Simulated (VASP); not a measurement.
# W (Pm-3m) in VASP: notebook, part 2 of 2

VASP 6.6.1. Earlier steps stand in the parts before.

### Step 4. Relaxation of cell and atoms, PBE

This run uses another cell than the first one, of 17.37 Å³/atom, 1.058 times its volume.

Contents of INCAR:

```
ALGO = Normal ; EDIFF = 1E-6
EDIFFG = -0.01 ; ENCUT = 600
GGA = PE ; IBRION = 2
ISIF = 3 ; ISMEAR = -1
LASPH = T ; LCHARG = F
LREAL = F ; LWAVE = F
NELM = 100 ; NSW = 50
PREC = Accurate ; SIGMA = 0.1
```

Contents of KPOINTS:

```
k-points
0
Gamma
  9 9 9
```

Contents of POSCAR:

```
W
1.0
    2.5900000000      0.0000000000      0.0000000000
    0.0000000000      2.5900000000      0.0000000000
    0.0000000000      0.0000000000      2.5900000000
W
1
Direct
    0.0000000000      0.0000000000      0.0000000000
```

Potentials or basis: VASP PAW PBE potentials, release 64 (W_sv).

Command:

```
> cat potpaw_PBE.64/W_sv/POTCAR > POTCAR
> mpirun -np 1 vasp_std > vasp.out
```

OUTCAR:

```text
EDIFF = 1E-6
   EDIFFG = -0.01
   ENCUT = 600
   GGA = PE
   IBRION = 2
   ISIF = 3
   ISMEAR = -1
   LASPH = T
   LREAL = F
   NELM = 100
   NSW = 50
   PREC = Accurate

 ion  position               nearest neighbor table
   1  0.000  0.000  0.000-

  LATTYP: Found a simple cubic cell.
 ALAT       =     2.5900000000

  Lattice vectors:

 A1 = (   2.5900000000,   0.0000000000,   0.0000000000)
 A2 = (   0.0000000000,   2.5900000000,   0.0000000000)
 A3 = (   0.0000000000,   0.0000000000,   2.5900000000)

Analysis of symmetry for initial positions (statically):
=====================================================================
 Subroutine PRICEL returns:
 Original cell was already a primitive cell.

 Routine SETGRP: Setting up the symmetry group for a
 simple cubic supercell.

 Subroutine GETGRP returns: Found 48 space group operations
 (whereof 48 operations were pure point group operations)
 out of a pool of 48 trial point group operations.

The static configuration has the point symmetry O_h .

Analysis of symmetry for dynamics (positions and initial velocities):
=====================================================================
 Subroutine PRICEL returns:
 Original cell was already a primitive cell.

 Routine SETGRP: Setting up the symmetry group for a
 simple cubic supercell.
[... 143 lines left out ...]

 number of electron      13.9999999 magnetization

 Free energy of the ion-electron system (eV)
  ---------------------------------------------------
  ext. energy  EPLUGINS =         0.00000000
  ---------------------------------------------------
  free energy    TOTEN  =       -11.46664799 eV

  energy without entropy =      -11.42550375  energy(sigma->0) =      -11.44607587

 E-fermi :  10.1608     XC(G=0): -12.9755

 val. band max:        9.9933607483   @ k =   0.3333   0.2222   0.2222
 cond. band min:      10.1888592144   @ k =   0.4444   0.3333   0.1111
 fundamental gap:      0.1954984661
 Fermi energy:        10.1608462484

 k-point     1 :       0.0000    0.0000    0.0000
  band No.  band energies     occupation
      1     -63.9811      2.00000
      2     -27.5161      2.00000
      3     -27.5161      2.00000
      4     -27.5161      2.00000
      5       1.2194      2.00000
      6       5.4581      2.00000
      7       5.4581      2.00000
      8      15.1257      0.00000
      9      15.1257      0.00000
     10      15.1257      0.00000
     11      25.1724      0.00000
[... 426 lines left out ...]
--------------------------------------- Ionic step        4  -------------------------------------------

 number of electron      14.0000001 magnetization

 Free energy of the ion-electron system (eV)
  ---------------------------------------------------
  ext. energy  EPLUGINS =         0.00000000
  ---------------------------------------------------
  free energy    TOTEN  =       -11.51344219 eV

  energy without entropy =      -11.46867404  energy(sigma->0) =      -11.49105812

 E-fermi :   9.3542     XC(G=0): -12.6431

 val. band max:        9.3142705478   @ k =   0.4444   0.4444   0.2222
 cond. band min:       9.4189198014   @ k =   0.4444   0.3333   0.1111
 fundamental gap:      0.1046492536
 Fermi energy:         9.3542188114

 k-point     1 :       0.0000    0.0000    0.0000
  band No.  band energies     occupation
      1     -64.8231      2.00000
      2     -28.4480      2.00000
      3     -28.4480      2.00000
      4     -28.4480      2.00000
      5       0.7349      2.00000
      6       4.9970      2.00000
      7       4.9971      2.00000
      8      13.9216      0.00000
      9      13.9216      0.00000
     10      13.9216      0.00000
     11      23.8312      0.00000
[... 350 lines left out ...]
  FREE ENERGIE OF THE ION-ELECTRON SYSTEM (eV)
  ---------------------------------------------------
  free  energy   TOTEN  =       -11.5134421921 eV

  energy  without entropy=      -11.4686740446  energy(sigma->0) =      -11.49105812

 reached required accuracy - stopping structural energy minimisation
```

OSZICAR:

```text
N       E                     dE             d eps       ncg     rms          rms(c)
DAV:   1     0.858786216364E+02    0.85879E+02   -0.85535E+03   778   0.158E+03
DAV:   2    -0.993742415535E+01   -0.95816E+02   -0.92309E+02   842   0.358E+02
DAV:   3    -0.118385187460E+02   -0.19011E+01   -0.18788E+01   868   0.473E+01
[... 30 lines left out ...]
DAV:   1    -0.115151539783E+02   -0.18783E-02   -0.38336E-02   788   0.300E+00    0.486E-01
DAV:   2    -0.115136494049E+02    0.15046E-02   -0.23939E-03   785   0.638E-01    0.101E-01
DAV:   3    -0.115134349589E+02    0.21445E-03   -0.61125E-04   797   0.314E-01    0.864E-02
DAV:   4    -0.115134425592E+02   -0.76003E-05   -0.22149E-05   782   0.578E-02    0.530E-03
DAV:   5    -0.115134421921E+02    0.36707E-06   -0.12885E-06   475   0.140E-02
   4 F= -.11513442E+02 E0= -.11491058E+02  d E =-.467942E-01
```

CONTCAR:

```text
W
   1.00000000000000
     2.6432525070593464    0.0000000000000000    0.0000000000000000
     0.0000000000000000    2.6432525070593464    0.0000000000000000
    -0.0000000000000000   -0.0000000000000000    2.6432525070593464
  W
     1
Direct
     0.0000000000000000    0.0000000000000000    0.0000000000000000

  0.00000000E+00  0.00000000E+00  0.00000000E+00
```

Wall time 27 s (1 thread of AMD EPYC 7R43 (Zen 3), shared host); peak memory 0.12 GiB.

Results:

| Item | Value |
| --- | --- |
| Free energy | -11.5134 eV |
| Relaxed volume | 18.47 Å³/atom |
| Relaxed cell | a = 2.643 Å, b = 2.643 Å, c = 2.643 Å, α = 90.00°, β = 90.00°, γ = 90.00° |
| Space group after relaxing (to 0.05 Å) | Pm-3m (No. 221) |
| Energy gained by relaxing | 46.8 meV/atom |
| Ionic steps | 4 |
| Pressure after relaxing | -0.1 GPa |
| Band gap on the k mesh | zero (band 7 reaches 10.99 eV, above the bottom of band 8 at 8.77 eV) |

The path:
```tsv
step	energy change (eV)	largest force (eV/Å)	pressure (GPa)	volume (Å³)
1	0.0000	0.0000	14.50	17.37
2	0.2273	0.0000	-24.19	21.64
3	-0.0466	0.0000	-0.78	18.53
4	-0.0468	0.0000	-0.05	18.47
```

Final structure:
```yaml
crystal:
  lattice:
    - [2.64325, 0.00000, 0.00000]
    - [0.00000, 2.64325, 0.00000]
    - [0.00000, 0.00000, 2.64325]
  atoms:
    - { symbol: W, position: [0.00000, 0.00000, 0.00000] }
```

Caveat: spin-orbit coupling is left out, which moves the levels of the heavy elements.

### Step 5. Summary

| task | cell | cutoff (eV) | gap on the mesh (eV) | pressure (GPa) |
| --- | --- | --- | --- | --- |
| single point | a = 2.542 Å, 1 atom | 520 | none | 31.3 |
| single point | a = 2.640 Å, 1 atom | 520 | none | 0.6 |
| relaxation of cell and atoms | relaxed from a = 2.590 Å, 1 atom | 600 | none | -0.1 |

Alike in all rows: level PBE; potentials or basis VASP PAW PBE potentials, release 64 (W_sv); no spin polarisation; k mesh 9 × 9 × 9; smearing fermi-dirac 0.1 eV.

Caveats: spin-orbit coupling is left out, which moves the levels of the heavy elements.

Absolute energies hang on the potentials; compare differences alone.
